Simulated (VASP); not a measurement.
# TaN (CsCl type) (Pm-3m) in VASP: a series of runs, part 2 of 2

VASP 6.6.1.

## (3) Single point, PBE (volume scaled by 0.78)

File INCAR:

```
PREC = Accurate ; ENCUT = 520
EDIFF = 1E-6 ; ISMEAR = -1
SIGMA = 0.05 ; LREAL = F
LASPH = T ; NELM = 80
ALGO = Normal ; ISIF = 2
LWAVE = F ; LCHARG = F
GGA = PE ; NBANDS = 15
```

File KPOINTS:

```
Automatic mesh
0
Gamma
  14 14 14
```

File POSCAR:

```
TaN
1.0
    2.5312675162      0.0000000000      0.0000000000
    0.0000000000      2.5312675162      0.0000000000
    0.0000000000      0.0000000000      2.5312675162
Ta N
1 1
Direct
    0.0000000000      0.0000000000      0.0000000000
    0.5000000000      0.5000000000      0.5000000000
```

Potentials or basis: VASP PAW PBE potentials, release 64 (Ta_pv, N).

Command:

```
cat potpaw_PBE.64/Ta_pv/POTCAR potpaw_PBE.64/N/POTCAR > POTCAR
mpirun -np 1 vasp_std > vasp.out
```

OUTCAR:

```text
PREC = Accurate
   ENCUT = 520
   EDIFF = 1E-6
   ISMEAR = -1
   LREAL = F
   LASPH = T
   NELM = 80
   ISIF = 2
   GGA = PE

 ion  position               nearest neighbor table
   1  0.000  0.000  0.000-   2 2.19   2 2.19   2 2.19   2 2.19   2 2.19   2 2.19   2 2.19   2 2.19

   2  0.500  0.500  0.500-   1 2.19   1 2.19   1 2.19   1 2.19   1 2.19   1 2.19   1 2.19   1 2.19

  LATTYP: Found a simple cubic cell.
 ALAT       =     2.5312675162

  Lattice vectors:

 A1 = (   2.5312675162,   0.0000000000,   0.0000000000)
 A2 = (   0.0000000000,   2.5312675162,   0.0000000000)
 A3 = (   0.0000000000,   0.0000000000,   2.5312675162)

Analysis of symmetry for initial positions (statically):
=====================================================================
 Subroutine PRICEL returns:
 Original cell was already a primitive cell.

 Routine SETGRP: Setting up the symmetry group for a
 simple cubic supercell.

 Subroutine GETGRP returns: Found 48 space group operations
 (whereof 48 operations were pure point group operations)
 out of a pool of 48 trial point group operations.

The static configuration has the point symmetry O_h .

Analysis of symmetry for dynamics (positions and initial velocities):
=====================================================================
 Subroutine PRICEL returns:
 Original cell was already a primitive cell.

 Routine SETGRP: Setting up the symmetry group for a
 simple cubic supercell.

 Subroutine GETGRP returns: Found 48 space group operations
 (whereof 48 operations were pure point group operations)
 out of a pool of 48 trial point group operations.

The dynamic configuration has the point symmetry O_h .

 Subroutine INISYM returns: Found 48 space group operations
 (whereof 48 operations are pure point group operations),
 and found     1 'primitive' translations

----------------------------------------------------------------------------------------

[... 111 lines left out ...]
     AMIX     =   0.40;   BMIX     =  1.00
     AMIX_MAG =   1.60;   BMIX_MAG =  1.00
  volume/ion in A,a.u.               =       8.11        54.72
  Fermi-wavevector in a.u.,A,eV,Ry     =   1.629709  3.079704 36.136421  2.655952
  Thomas-Fermi vector in A             =   2.722131
   LORBIT       =      0    0 simple, 1 ext, 2 COOP (PROOUT), +10 PAW based schemes
   GGA     = PE    functional components
[... 5 lines left out ...]
 non-spin polarized calculation
  energy-cutoff  :      520.00
  volume of cell :       16.22
 maximum number of plane-waves:       461
 NGX is ok and might be reduce to    20
   NGX =  9   NGY =  9   NGZ =  9

 number of electron      16.0000002 magnetization

 Free energy of the ion-electron system (eV)
  ---------------------------------------------------
  ext. energy  EPLUGINS =         0.00000000
  ---------------------------------------------------
  free energy    TOTEN  =       -19.28167742 eV

  energy without entropy =      -19.28103213  energy(sigma->0) =      -19.28135477

 E-fermi :  12.5686     XC(G=0): -15.0672

 val. band max:       12.5193881288   @ k =   0.2143   0.2143   0.0000
 cond. band min:      12.6641489673   @ k =   0.2857   0.2143   0.2143
 fundamental gap:      0.1447608385
 Fermi energy:        12.5685845047

 k-point     1 :       0.0000    0.0000    0.0000
  band No.  band energies     occupation
      1     -22.3329      2.00000
      2     -22.3329      2.00000
      3     -22.3329      2.00000
      4      -8.2090      2.00000
      5       5.9319      2.00000
      6       5.9319      2.00000
      7       9.2227      2.00000
      8       9.2227      2.00000
      9       9.2227      2.00000
     10      17.6839      0.00000
     11      17.6839      0.00000
     12      17.6839      0.00000
     13      18.3327      0.00000
     14      25.7035      0.00000
[... 401 lines left out ...]
      2     -23.1516      2.00000
      3     -22.0015      2.00000
      4      -5.1190      2.00000
      5       2.6574      2.00000
      6       5.9662      2.00000
      7       7.4904      2.00000
      8       9.0809      2.00000
      9      15.2800      0.00000
     10      15.5921      0.00000
     11      16.6558      0.00000
     12      18.3812      0.00000
     13      23.1372      0.00000
     14      25.7101      0.00000
     15      26.7252      0.00000

 [... further k-points ...]
[... 5 lines left out ...]
  --------------------------------------------------------------------------------------
  -------------------------------------------------------------------------------------
  Total       13.8697406     13.8697406     13.8697406     -0.0000000      0.0000000     -0.0000000
  in kB     1370.1394897   1370.1394897   1370.1394897     -0.0000000      0.0000000     -0.0000000
  external PRESSURE =    1370.1394897 kB  Pullay stress =       0.0000000 kB

 VOLUME and BASIS-vectors are now :
 -----------------------------------------------------------------------------
  energy-cutoff  :      520.00
  volume of cell :       16.22
      direct lattice vectors                 reciprocal lattice vectors
     2.531267516  0.000000000  0.000000000     0.395058995  0.000000000  0.000000000
     0.000000000  2.531267516  0.000000000     0.000000000  0.395058995  0.000000000
     0.000000000  0.000000000  2.531267516     0.000000000  0.000000000  0.395058995

 POSITION                                       TOTAL-FORCE (eV/Angst)
 -----------------------------------------------------------------------------------
      0.00000      0.00000      0.00000         0.000000      0.000000      0.000000
      1.26563      1.26563      1.26563         0.000000      0.000000      0.000000
 -----------------------------------------------------------------------------------
    total drift:                                0.000000      0.000000      0.000000

  FREE ENERGIE OF THE ION-ELECTRON SYSTEM (eV)
  ---------------------------------------------------
  free  energy   TOTEN  =       -19.2816774167 eV

  energy  without entropy=      -19.2810321258  energy(sigma->0) =      -19.28135477
```

OSZICAR:

```text
N       E                     dE             d eps       ncg     rms          rms(c)
DAV:   1     0.979214415337E+02    0.97921E+02   -0.86319E+03  3616   0.116E+03
DAV:   2    -0.189902607658E+02   -0.11691E+03   -0.10997E+03  4384   0.318E+02
DAV:   3    -0.215040234546E+02   -0.25138E+01   -0.25075E+01  3985   0.452E+01
DAV:   4    -0.215103718098E+02   -0.63484E-02   -0.63481E-02  4587   0.251E+00
DAV:   5    -0.215103900331E+02   -0.18223E-04   -0.18223E-04  4043   0.126E-01    0.343E+01
DAV:   6    -0.193281433798E+02    0.21822E+01   -0.31632E+00  4233   0.217E+01    0.159E+01
DAV:   7    -0.193023646920E+02    0.25779E-01   -0.30934E-01  3789   0.490E+00    0.951E+00
DAV:   8    -0.192847614715E+02    0.17603E-01   -0.38036E-02  4265   0.167E+00    0.203E+00
DAV:   9    -0.192816742751E+02    0.30872E-02   -0.39402E-03  4168   0.541E-01    0.227E-01
DAV:  10    -0.192816996803E+02   -0.25405E-04   -0.36506E-04  3957   0.206E-01    0.762E-02
DAV:  11    -0.192816787010E+02    0.20979E-04   -0.43715E-05  4230   0.652E-02    0.303E-02
DAV:  12    -0.192816776314E+02    0.10696E-05   -0.45389E-06  3887   0.212E-02    0.563E-03
DAV:  13    -0.192816774167E+02    0.21464E-06   -0.92590E-08  1849   0.320E-03
   1 F= -.19281677E+02 E0= -.19281355E+02  d E =-.645291E-03
```

It took 14 s on 1 thread of Intel Xeon Platinum 8559C (Emerald Rapids), shared host; peak memory 0.15 GiB.

What came out:

```yaml
Free_energy: -19.2817 eV
Pressure: 137.0 GPa
Band_gap_on_the_k_mesh: zero (band 8 reaches 20.77 eV, above the bottom of band 9 at 9.21 eV)
```

Caveat: spin-orbit coupling is left out, which moves the levels of the heavy elements.

## (4) Single point, PBE (volume scaled by 0.88)

File INCAR:

```
ALGO = Normal ; EDIFF = 1E-6
ENCUT = 520 ; GGA = PE
ISIF = 2 ; ISMEAR = -1
LASPH = True ; LCHARG = False
LREAL = False ; LWAVE = False
NBANDS = 15 ; NELM = 100
PREC = Accurate ; SIGMA = 0.05
```

File KPOINTS:

```
k-points
0
Gamma
  14 14 14
```

File POSCAR:

```
TaN
1.0
    2.6351220536      0.0000000000      0.0000000000
    0.0000000000      2.6351220536      0.0000000000
    0.0000000000      0.0000000000      2.6351220536
Ta N
1 1
Direct
    0.0000000000      0.0000000000      0.0000000000
    0.5000000000      0.5000000000      0.5000000000
```

Command:

```
cat potpaw_PBE.64/Ta_pv/POTCAR potpaw_PBE.64/N/POTCAR > POTCAR
mpirun -np 1 vasp_std > vasp.out
```

Run time: 13 s. Hardware: 1 thread of Intel Xeon Platinum 8559C (Emerald Rapids), shared host; peak memory 0.14 GiB.

Results (log left out):

* Free energy: -20.4774 eV
* Pressure: 54.6 GPa
* Band gap on the k mesh: zero (band 8 reaches 18.00 eV, above the bottom of band 9 at 7.87 eV)

Levels at points of the mesh, in eV from the Fermi level:
```tsv
k point	band 6	band 7	band 8	band 9	band 10	band 11
(0.00, 0.00, 0.00)	-5.71	-3.07	-3.07	-3.07	3.82	4.45
(0.50, 0.00, 0.00)	-5.39	-5.39	-4.28	4.41	5.18	5.99
(0.50, 0.50, 0.00)	-6.50	-4.17	-2.47	0.60	0.60	1.18
(0.50, 0.50, 0.50)	-10.44	-10.44	7.05	7.05	7.05	8.33
```

Caveat: spin-orbit coupling is left out, which moves the levels of the heavy elements.

## (5) Single point, PBE (volume scaled by 0.88)

File INCAR:

```
SYSTEM = TaN
ALGO = Normal ; EDIFF = 1E-7
ENCUT = 520 ; GGA = PE
ISIF = 2 ; ISMEAR = -1
LASPH = .TRUE. ; LCHARG = .TRUE.
LELF = .TRUE. ; LREAL = .FALSE.
LVHAR = .TRUE. ; LWAVE = .FALSE.
NBANDS = 15 ; NELM = 100
PREC = Accurate ; SIGMA = 0.05
```

File KPOINTS:

```
k-points
0
G
  14 14 14
  0 0 0
```

POSCAR is that of step 4.

Command:

```
cat potpaw_PBE.64/Ta_pv/POTCAR potpaw_PBE.64/N/POTCAR > POTCAR
mpirun -np 1 vasp_std > vasp.out
```

It took 15 s on 1 thread of Intel Xeon Platinum 8559C (Emerald Rapids), shared host; peak memory 0.15 GiB.

Results (log left out):

```yaml
Free_energy: -20.4774 eV
Pressure: 54.7 GPa
Band_gap_on_the_k_mesh: zero (band 8 reaches 18.00 eV, above the bottom of band 9 at 7.87 eV)
```

Levels at points of the mesh, in eV from the Fermi level:
```tsv
k point	band 6	band 7	band 8	band 9	band 10	band 11
(0.00, 0.00, 0.00)	-5.71	-3.07	-3.07	-3.07	3.83	4.45
(0.50, 0.00, 0.00)	-5.39	-5.39	-4.28	4.41	5.18	5.99
(0.50, 0.50, 0.00)	-6.50	-4.17	-2.47	0.60	0.60	1.18
(0.50, 0.50, 0.50)	-10.44	-10.44	7.05	7.05	7.05	8.33
```

Caveat: spin-orbit coupling is left out, which moves the levels of the heavy elements.

## (6) Overview

| cell | gap on the mesh (eV) | pressure (GPa) |
| --- | --- | --- |
| a = 2.418 Å, 2 atoms | none | 285.7 |
| a = 2.531 Å, 2 atoms | none | 137.0 |
| a = 2.635 Å, 2 atoms | none | 54.7 |

Alike in all rows: task single point; level PBE; potentials or basis VASP PAW PBE potentials, release 64 (Ta_pv, N); no spin polarisation; k mesh 14 × 14 × 14; cutoff (eV) 520; smearing fermi-dirac 0.05 eV.

Caveats: spin-orbit coupling is left out, which moves the levels of the heavy elements.

Absolute energies hang on the potentials; compare differences alone.
